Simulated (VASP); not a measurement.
Here is a VASP 6.6.1 calculation.

INCAR

```
ALGO = Normal
EDIFF = 1E-7
EDIFFG = -0.02
ENCUT = 600
GGA = LIBXC
GGA_COMPAT = F
IBRION = 2
ISIF = 3
ISMEAR = -1
ISPIN = 2
LASPH = T
LCHARG = F
LIBXC1 = GGA_X_PBE_SOL
LIBXC2 = GGA_C_PBE
LORBIT = 11
LREAL = F
LWAVE = F
MAGMOM = 0.58 0.24 -0.16 0.37 -0.27 -0.46 0.56 -0.33
NELM = 200
NELMIN = 4
NSW = 80
PREC = Accurate
SIGMA = 0.15
```

KPOINTS

```
k-points
0
Gamma
  12 12 4
```

POSCAR

```
C
1.0
    2.5221000000      0.0000000000      0.0000000000
   -1.2610500000      2.1842026709      0.0000000000
    0.0000000000      0.0000000000      8.2371000000
C
8
Direct
    0.6666666667      0.3333333333      0.8437500000
    0.3333333333      0.6666666667      0.3437500000
    0.6666666667      0.3333333333      0.6562500000
    0.3333333333      0.6666666667      0.1562500000
    0.0000000000      0.0000000000      0.9062500000
    0.0000000000      0.0000000000      0.4062500000
    0.0000000000      0.0000000000      0.5937500000
    0.0000000000      0.0000000000      0.0937500000
```

Potentials or basis: VASP PAW PBE potentials, release 64 (C).

Launch:

```console
$ cat potpaw_PBE.64/C/POTCAR > POTCAR
$ mpirun -np 1 vasp_std > vasp.out
```

(1) What does it give for the relaxed cell?

(2) Predict the net moment.

(3) Predict the band gap on the k mesh.

(4) Estimate the space group after relaxing (to 0.1 Å).

Results:

(1) a = 2.503 Å, b = 2.503 Å, c = 8.257 Å, α = 90.00°, β = 90.00°, γ = 120.00°.

(2) 0.00 μB per cell.

(3) 4.34 eV (least direct gap 5.22 eV).

(4) P6_3/mmc (No. 194).
